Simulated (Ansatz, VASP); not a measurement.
TiO2: VASP beside Ansatz

```
Ti O
1.0
     6.13468   -1.87769   -0.00640
     6.13468    1.87769   -0.00640
    -1.92899    0.00000    6.33783
Ti O
4 8
Direct
  0.80609 0.80609 0.71891
  0.10061 0.10061 0.71018
  0.19391 0.19391 0.28109
  0.89939 0.89939 0.28982
  0.05806 0.05806 0.36968
  0.63868 0.63868 0.70678
  0.13255 0.13255 0.00338
  0.94194 0.94194 0.63032
  0.73558 0.73558 0.34525
  0.86745 0.86745 0.99662
  0.26442 0.26442 0.65475
  0.36132 0.36132 0.29322
```

Alike in both runs: functional PBE; k mesh 6 × 6 × 4; occupations gaussian, width 0.02 eV; no spin polarisation.

Ansatz relaxed the structure, and its values are those at the end. VASP's run is a single point on that final structure, the one shown.

|  | VASP | Ansatz |
| --- | --- | --- |
| version | VASP 6.6.1 | Ansatz 0.2.0 |
| potentials or method | VASP PAW PBE potentials, release 64 (Ti_sv, O), cutoff 600 eV | scalar-relativistic, plane waves, PAW |
| valence electrons in the cell | 96 | 96 |

VASP gave:

- gap on the k mesh at the Fermi level (eV): 2.75
- least direct gap on the mesh (eV): 2.93
- pressure (GPa): 0.4
- rms of the force components (eV/Å): 0.025

Problem. Which values does Ansatz return?

Solution. gap on the k mesh at the Fermi level (eV): 2.77; least direct gap on the mesh (eV): 2.95; pressure (GPa): 0.0; rms of the force components (eV/Å): 0.002.
